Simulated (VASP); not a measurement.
# NdHf (P-6m2) in VASP: relaxation of cell and atoms with PBE

Aim: the relaxation of cell and atoms of NdHf with PBE.

All numbers are computed with VASP 6.6.1; they aren't measurements. Logs are shortened: lines on timing, memory, paths and dates and some standing lists are left out, and cuts for length are marked.

### 1 The cell of the first run

It takes space group P-6m2 (No. 187, hexagonal). Conventional cell: a = 3.402 Å, b = 3.402 Å, c = 5.517 Å, α = 90.00°, β = 90.00°, γ = 120.00°. Within 4.5 Å of Nd (site symmetry -6m2) lie 6 Hf at 3.39 Å and 6 Nd at 3.40 Å. Hf (site symmetry -6m2) has 6 Nd at 3.39 Å and 6 Hf at 3.40 Å within 4.5 Å.

The cell was generated, and may not be a known phase.

### 2 Relaxation of cell and atoms, PBE

INCAR

```
PREC     = Accurate       # precision mode
ENCUT    = 500            # plane-wave cutoff, eV
EDIFF    = 1E-7           # SCF threshold, eV
ISMEAR   = 0              # smearing method
SIGMA    = 0.1            # smearing width, eV
LREAL    = F              # projectors in reciprocal space
LASPH    = T              # aspherical terms in the spheres
NELM     = 200            # most SCF steps
ALGO     = Normal         # electronic algorithm
ISIF     = 3              # what is computed and relaxed
LWAVE    = F              # write WAVECAR
LCHARG   = F              # write CHGCAR
GGA      = PE             # functional
IBRION   = 2              # ionic algorithm
NSW      = 100            # ionic steps
EDIFFG   = -0.01          # ionic threshold
GGA_COMPAT= F            
NELMIN   = 4            
LMAXMIX  = 6              # l up to which the mixer works
```

KPOINTS

```
regular mesh
0
Gamma
  18 18 8
```

POSCAR

```
NdHf
1.0
    3.4024642523      0.0000000000      0.0000000000
   -1.7012321262      2.9466204780      0.0000000000
    0.0000000000      0.0000000000      5.5169029453
Nd Hf
1 1
Direct
    0.0000000000      0.0000000000      0.5000000000
    0.6666666667      0.3333333333      0.0000000000
```

Potentials or basis: VASP PAW PBE potentials, release 64 (Nd_3, Hf_pv), 4f in core.

The run is started by

```
$ cat potpaw_PBE.64/Nd_3/POTCAR potpaw_PBE.64/Hf_pv/POTCAR > POTCAR
$ mpirun -np 1 vasp_std > vasp.out
```

OUTCAR:

```text
PREC = Accurate
   ENCUT = 500
   EDIFF = 1E-7
   ISMEAR = 0
   LREAL = F
   LASPH = T
   NELM = 200
   ISIF = 3
   GGA = PE
   IBRION = 2
   NSW = 100
   EDIFFG = -0.01
   NELMIN = 4

 ion  position               nearest neighbor table
   1  0.000  0.000  0.500-   2 3.39   2 3.39   2 3.39   2 3.39   2 3.39   2 3.39
   2  0.667  0.333  0.000-   1 3.39   1 3.39   1 3.39   1 3.39   1 3.39   1 3.39

  LATTYP: Found a hexagonal cell.
 ALAT       =     3.4024642523
 C/A-ratio  =     1.6214433235

  Lattice vectors:

 A1 = (   3.4024642523,   0.0000000000,   0.0000000000)
 A2 = (  -1.7012321262,   2.9466204780,   0.0000000000)
 A3 = (   0.0000000000,   0.0000000000,   5.5169029453)

Analysis of symmetry for initial positions (statically):
=====================================================================
 Subroutine PRICEL returns:
 Original cell was already a primitive cell.

 Routine SETGRP: Setting up the symmetry group for a
 hexagonal supercell.

 Subroutine GETGRP returns: Found 12 space group operations
 (whereof 12 operations were pure point group operations)
 out of a pool of 24 trial point group operations.

The static configuration has the point symmetry D_3h.

Analysis of symmetry for dynamics (positions and initial velocities):
=====================================================================
 Subroutine PRICEL returns:
 Original cell was already a primitive cell.

 Routine SETGRP: Setting up the symmetry group for a
 hexagonal supercell.

 Subroutine GETGRP returns: Found 12 space group operations
 (whereof 12 operations were pure point group operations)
 out of a pool of 24 trial point group operations.

The dynamic configuration has the point symmetry D_3h.

 Subroutine INISYM returns: Found 12 space group operations
 (whereof 12 operations are pure point group operations),
 and found     1 'primitive' translations

----------------------------------------------------------------------------------------

                                     Primitive cell

  volume of cell :      55.3112

  direct lattice vectors                    reciprocal lattice vectors
     3.402464252  0.000000000  0.000000000     0.293904631  0.169685918  0.000000000
    -1.701232126  2.946620478  0.000000000     0.000000000  0.339371835  0.000000000
     0.000000000  0.000000000  5.516902945     0.000000000  0.000000000  0.181261119

  length of vectors
     3.402464252  3.402464252  5.516902945     0.339371835  0.339371835  0.181261119

  position of ions in fractional coordinates (direct lattice)
     0.000000000  0.000000000  0.500000000
     0.666666667  0.333333333  0.000000000

  ion indices of the primitive-cell ions
   primitive index   ion index
                 1           1
                 2           2

----------------------------------------------------------------------------------------

 KPOINTS: regular mesh

Automatic generation of k-mesh.
 Grid dimensions read from file:
 generate k-points for:   18   18    8

 Generating k-lattice:

  Cartesian coordinates                     Fractional coordinates (reciprocal lattice)
     0.016328035  0.009426995  0.000000000     0.055555556  0.000000000  0.000000000
     0.000000000  0.018853991  0.000000000     0.000000000  0.055555556  0.000000000
     0.000000000  0.000000000  0.022657640     0.000000000  0.000000000  0.125000000

  Length of vectors
     0.018853991  0.018853991  0.022657640

  Shift w.r.t. Gamma in fractional coordinates (k-lattice)
     0.000000000  0.000000000  0.000000000

 Subroutine IBZKPT returns following result:
 ===========================================

 Found    185 irreducible k-points:

 Following reciprocal coordinates:
            Coordinates               Weight
  0.000000  0.000000  0.000000      1.000000
  0.055556  0.000000  0.000000      6.000000
  0.111111  0.000000  0.000000      6.000000
  0.166667  0.000000  0.000000      6.000000
  0.222222  0.000000  0.000000      6.000000
  0.277778  0.000000  0.000000      6.000000
[... 16 lines left out ...]
  0.333333  0.111111  0.000000     12.000000
  0.388889  0.111111  0.000000     12.000000
 [... further k-points ...]
   k-points           NKPTS =    185   k-points in BZ     NKDIM =    185   number of bands    NBANDS=     14
   number of dos      NEDOS =    301   number of ions     NIONS =      2
   total plane-waves  NPLWV =  31360
   dimension x,y,z NGX =    28 NGY =   28 NGZ =   40
   dimension x,y,z NGXF=    56 NGYF=   56 NGZF=   80
   ions per type =               1   1
   NGX,Y,Z   is equivalent  to a cutoff of  13.68, 13.68, 12.05 a.u.
   NGXF,Y,Z  is equivalent  to a cutoff of  27.36, 27.36, 24.11 a.u.
 SYSTEM =  unknown system
   PREC   = accura    normal or accurate (medium, high low for compatibility)
   ISTART =      0    job   : 0-new  1-cont  2-samecut
   ICHARG =      2    charge: 1-file 2-atom 10-const
   ISPIN  =      1    spin polarized calculation?
   LNONCOLLINEAR =      F non collinear calculations
   LSORBIT =      F    spin-orbit coupling
   LASPH  =      T    aspherical Exc in radial PAW
   ENCUT  =  500.0 eV  36.75 Ry    6.06 a.u.   6.20  6.20 10.06*2*pi/ulx,y,z
   NELM   =    200;   NELMIN=  4; NELMDL= -5     # of ELM steps
   EDIFF  = 0.1E-06   stopping-criterion for ELM
   LREAL  =      F    real-space projection
   EDIFFG = -.1E-01   stopping-criterion for IOM
   NSW    =    100    number of steps for IOM
   IBRION =      2    ionic relax: 0-MD 1-quasi-New 2-CG
   NFREE  =      1    steps in history (QN), initial steepest desc. (CG)
   ISIF   =      3    stress and relaxation
   ISYM   =      2    0-nonsym 1-usesym 2-fastsym
   POTIM  = 0.5000    time-step for ionic-motion
   TEBEG  =    0.0;   TEEND  =   0.0 temperature during run
   PSTRESS=    0.0 pullay stress
   NELECT =      21.0000    total number of electrons
   NUPDOWN=      -1.0000    fix difference up-down
   EMIN   =  10.00;   EMAX   =-10.00  energy-range for DOS
   EFERMI =   0.00;   METHOD = LEGACY
   ISMEAR =     0;   SIGMA  =   0.10  broadening in eV -4-tet -1-fermi 0-gaus
   EFERMI_NEDOS =   21; number of points for ismear=-14 and -15
   IALGO  =     38    algorithm
   IMIX   =      4    mixing-type and parameters
     AMIX     =   0.40;   BMIX     =  1.00
     AMIX_MAG =   1.60;   BMIX_MAG =  1.00
  volume/ion in A,a.u.               =      27.66       186.63
  Fermi-wavevector in a.u.,A,eV,Ry     =   1.185433  2.240143 19.119595  1.405251
  Thomas-Fermi vector in A             =   2.321626
   LORBIT       =      0    0 simple, 1 ext, 2 COOP (PROOUT), +10 PAW based schemes
   GGA     = PE    functional components
   LHFCALC =     F    Hartree Fock is set to
   AEXX    =    0.0000 exact exchange contribution
   IVDW    =     0    specifies the selected vdW correction
   LEPSILON=     F    determine dielectric tensor
   LRPA    =     F    only Hartree local field effects (RPA)
 conjugate gradient relaxation of ions
 non-spin polarized calculation
 Gauss-broadening in eV      SIGMA  =   0.10
  energy-cutoff  :      500.00
  volume of cell :       55.31
 maximum number of plane-waves:      1424
 NGX is ok and might be reduce to    28
   NGX = 13   NGY = 13   NGZ = 21

--------------------------------------- Ionic step        1  -------------------------------------------

 number of electron      21.0000000 magnetization

 Free energy of the ion-electron system (eV)
  ---------------------------------------------------
  ext. energy  EPLUGINS =         0.00000000
  ---------------------------------------------------
  free energy    TOTEN  =       -14.07048722 eV

  energy without entropy =      -14.05346934  energy(sigma->0) =      -14.06197828

------------------------ aborting loop because EDIFF is reached ----------------------------------------

  FORCE on cell =-STRESS in cart. coord.  units (eV):
  Direction    XX          YY          ZZ          XY          YZ          ZX
  --------------------------------------------------------------------------------------
  -------------------------------------------------------------------------------------
  Total       -0.0906759     -0.0906759      0.3111221      0.0000000      0.0000000     -0.0000000
  in kB       -2.6265725     -2.6265725      9.0121489      0.0000000      0.0000000     -0.0000000
  external PRESSURE =       1.2530013 kB  Pullay stress =       0.0000000 kB

 VOLUME and BASIS-vectors are now :
 -----------------------------------------------------------------------------
  energy-cutoff  :      500.00
  volume of cell :       55.31
      direct lattice vectors                 reciprocal lattice vectors
     3.402464252  0.000000000  0.000000000     0.293904631  0.169685918  0.000000000
    -1.701232126  2.946620478  0.000000000     0.000000000  0.339371835  0.000000000
     0.000000000  0.000000000  5.516902945     0.000000000  0.000000000  0.181261119
[... 109 lines left out ...]
 POSITION                                       TOTAL-FORCE (eV/Angst)
 -----------------------------------------------------------------------------------
     -1.69109      2.92905      2.78732        -0.000000      0.000000     -0.000000
      1.69109      0.97635     -0.00000         0.000000     -0.000000      0.000000
 -----------------------------------------------------------------------------------
    total drift:                               -0.000000      0.000000      0.000000

  FREE ENERGIE OF THE ION-ELECTRON SYSTEM (eV)
  ---------------------------------------------------
  free  energy   TOTEN  =       -14.0725431919 eV

  energy  without entropy=      -14.0558653547  energy(sigma->0) =      -14.06420427

--------------------------------------- Ionic step        5  -------------------------------------------

 number of electron      20.9999998 magnetization

 Free energy of the ion-electron system (eV)
  ---------------------------------------------------
  ext. energy  EPLUGINS =         0.00000000
  ---------------------------------------------------
  free energy    TOTEN  =       -14.07256656 eV

  energy without entropy =      -14.05585092  energy(sigma->0) =      -14.06420874

 E-fermi :   4.0715     XC(G=0): -10.5259

 val. band max:        4.0637263615   @ k =   0.3889   0.1667   0.3750
 cond. band min:       4.0809646948   @ k =   0.3889   0.0556   0.0000
 fundamental gap:      0.0172383333
 Fermi energy:         4.0715248021

 k-point     1 :       0.0000    0.0000    0.0000
  band No.  band energies     occupation
      1     -33.3891      2.00000
      2     -26.8757      2.00000
      3     -26.6154      2.00000
      4     -26.6154      2.00000
      5     -14.5913      2.00000
      6     -13.7806      2.00000
      7     -13.7806      2.00000
      8      -1.5434      2.00000
      9       1.7473      2.00000
     10       5.3727      0.00000
     11       5.4739      0.00000
     12       5.4739      0.00000
     13       5.6418      0.00000
     14       6.3322      0.00000

 k-point     2 :       0.0556    0.0000    0.0000
  band No.  band energies     occupation
      1     -33.3828      2.00000
      2     -26.8743      2.00000
      3     -26.6248      2.00000
      4     -26.6176      2.00000
      5     -14.5839      2.00000
      6     -13.8364      2.00000
      7     -13.7923      2.00000
      8      -1.4589      2.00000
      9       1.8476      2.00000
     10       5.1679      0.00000
[... 362 lines left out ...]
 k-point    24 :       0.3889    0.1111    0.0000
  band No.  band energies     occupation
      1     -33.1742      2.00000
      2     -26.8993      2.00000
      3     -26.8281      2.00000
      4     -26.7091      2.00000
      5     -15.2969      2.00000
      6     -14.3337      2.00000
      7     -14.2715      2.00000
      8       1.9315      2.00000
      9       2.4806      2.00000
     10       2.5442      2.00000
     11       4.0198      1.53510
     12       5.0391      0.00000
     13       5.3689      0.00000
     14       6.0286      0.00000

 [... further k-points ...]

------------------------ aborting loop because EDIFF is reached ----------------------------------------

  FORCE on cell =-STRESS in cart. coord.  units (eV):
  Direction    XX          YY          ZZ          XY          YZ          ZX
  --------------------------------------------------------------------------------------
  -------------------------------------------------------------------------------------
  Total        0.0009028      0.0009028     -0.0028468     -0.0000000      0.0000000      0.0000000
  in kB        0.0261546      0.0261546     -0.0824699     -0.0000000      0.0000000      0.0000000
  external PRESSURE =      -0.0100536 kB  Pullay stress =       0.0000000 kB

 VOLUME and BASIS-vectors are now :
 -----------------------------------------------------------------------------
  energy-cutoff  :      500.00
  volume of cell :       55.31
      direct lattice vectors                 reciprocal lattice vectors
     3.384657300  0.000000000 -0.000000000     0.295450887  0.170578649  0.000000000
    -1.692328650  2.931199205  0.000000000    -0.000000000  0.341157298 -0.000000000
    -0.000000000  0.000000000  5.574522286     0.000000000 -0.000000000  0.179387569

 POSITION                                       TOTAL-FORCE (eV/Angst)
 -----------------------------------------------------------------------------------
     -0.00000      0.00000      2.78726        -0.000000     -0.000000      0.000000
      1.69233      0.97707     -0.00000         0.000000      0.000000     -0.000000
 -----------------------------------------------------------------------------------
    total drift:                               -0.000000      0.000000      0.000000

  FREE ENERGIE OF THE ION-ELECTRON SYSTEM (eV)
  ---------------------------------------------------
  free  energy   TOTEN  =       -14.0725665621 eV

  energy  without entropy=      -14.0558509223  energy(sigma->0) =      -14.06420874

 reached required accuracy - stopping structural energy minimisation
```

It took 3.1 min on 1 thread of Intel Xeon 6975P-C (Granite Rapids), shared host; peak memory 0.31 GiB.

Results:

```
Free energy                           : -14.0726 eV
Relaxed volume                        : 27.65 Å³/atom
Relaxed cell                          : a = 3.385 Å, b = 3.385 Å, c = 5.575 Å, α = 90.00°, β = 90.00°, γ = 120.00°
Space group after relaxing (to 0.1 Å) : P-6m2 (No. 187)
Energy gained by relaxing             : 1.0 meV/atom
Ionic steps                           : 5
Pressure after relaxing               : 0.0 GPa
Band gap on the k mesh                : zero (an odd number of electrons rules out a gap without spin polarisation)
```

The path:
```
step  energy change (eV)  largest force (eV/Å)  pressure (GPa)  volume (Å³)
   1              0.0000                0.0000            0.13        55.31
   2             -0.0017                0.0000           -0.14        55.48
   3             -0.0019                0.0000           -0.24        55.55
   4             -0.0021                0.0000            0.08        55.23
   5             -0.0021                0.0000            0.00        55.31
```

Final structure:
```yaml
crystal:
  lattice:
    - [3.38466, 0.00000, 0.00000]
    - [-1.69233, 2.93120, 0.00000]
    - [0.00000, 0.00000, 5.57452]
  atoms:
    - { symbol: Nd, position: [0.00000, 0.00000, 0.50000] }
    - { symbol: Hf, position: [0.66667, 0.33333, 0.00000] }
```

Levels at points of the mesh, in eV from the Fermi level:
| k point | band 7 | band 8 | band 9 | band 10 | band 11 | band 12 | band 13 | band 14 |
| --- | --- | --- | --- | --- | --- | --- | --- | --- |
| (0.00, 0.00, 0.00) | -17.85 | -5.61 | -2.32 | 1.30 | 1.40 | 1.40 | 1.57 | 2.26 |
| (0.50, 0.00, 0.00) | -18.22 | -2.26 | -2.00 | -1.63 | 0.12 | 1.18 | 1.27 | 1.92 |
| (0.00, 0.00, 0.50) | -17.85 | -4.47 | -2.76 | 0.36 | 0.55 | 1.30 | 1.30 | 1.57 |
| (0.50, 0.00, 0.50) | -18.23 | -2.90 | -2.05 | -0.65 | -0.52 | 1.20 | 2.51 | 3.02 |

Caveat: spin-orbit coupling is left out, which moves the levels of the heavy elements; the 4f electrons are frozen in the core, so they carry no moment and show no levels.
